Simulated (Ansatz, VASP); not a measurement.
Two plane-wave programs on Si4Sn

File INCAR:

```
SYSTEM = Si4Sn
  PREC = Accurate
  ENCUT = 600
  EDIFF = 1E-7
  ISMEAR = 0
  SIGMA = 0.1
  LREAL = .FALSE.
  LASPH = .TRUE.
  NELM = 100
  ALGO = Normal
  ISIF = 3
  LWAVE = .FALSE.
  LCHARG = .FALSE.
  GGA = PE
  IBRION = 2
  NSW = 100
  EDIFFG = -0.01
```

The input KPOINTS:

```
Automatic mesh
0
G
  8 8 12
  0 0 0
```

The input POSCAR:

```
Si4Sn
1.0
    3.8567779636     -4.0862646363      0.0000000000
    3.8567779636      4.0862646363      0.0000000000
    0.0000000000      0.0000000000      3.2885530056
Si Sn
4 1
Direct
    0.8441440919      0.1558559081      0.5000000000
    0.1876051487      0.1876051487      0.0000000000
    0.8123948513      0.8123948513      0.0000000000
    0.1558559081      0.8441440919      0.5000000000
    0.5000000000      0.5000000000      0.5000000000
```

Input for Ansatz:

```yaml
crystal:
  lattice:
    - [3.8567779636, -4.0862646363, 0.0]
    - [3.8567779636, 4.0862646363, 0.0]
    - [0.0, 0.0, 3.2885530056]
  atoms:
    - { symbol: Si, position: [0.8441440919, 0.1558559081, 0.5] }
    - { symbol: Si, position: [0.1876051487, 0.1876051487, 0.0] }
    - { symbol: Si, position: [0.8123948513, 0.8123948513, 0.0] }
    - { symbol: Si, position: [0.1558559081, 0.8441440919, 0.5] }
    - { symbol: Sn, position: [0.5, 0.5, 0.5] }
basis:
  ecutwfc: 420
kpoints:
  mp_grid: { grid: [8, 8, 12] }
hamiltonian:
  xc: pbe
scf:
  occupations: { method: gaussian, width: 0.1 }
output:
  forces: true
  stress: true
  eigenvalues: true
  write_density: true
  write_potential: true
  elf: true
  volumetric_format: npy
relax:
  adjacent_minimum: "off"
  f_tol: 0.01
  max_steps: 80
  cell: { stress_tol: 0.05 }
```

Change from the starting cell: species swapped into the FeCl4 type (Cmmm, No. 65).

Alike in both runs: task relaxation of cell and atoms; functional PBE; k mesh 8 × 8 × 12; occupations gaussian, width 0.1 eV; no spin polarisation.

|  | VASP | Ansatz |
| --- | --- | --- |
| version | VASP 6.6.1 | Ansatz 0.2.0 |
| potentials or method | VASP PAW PBE potentials, release 64 (Si, Sn_d), cutoff 600 eV | scalar-relativistic, plane waves, PAW |
| valence electrons in the cell | 30 | 30 |

```tsv
	VASP	Ansatz	Ansatz less VASP
gap on the k mesh at the Fermi level, each at its own relaxed structure (eV)	none	none	-
relaxed volume (Å³/atom)	20.68	20.70	+0.013
relaxed length of the cell vector where the two differ most in proportion (Å)	5.610	5.612	+0.0017
```

A gap of «none» marks a metal or a gap that the smearing closes.
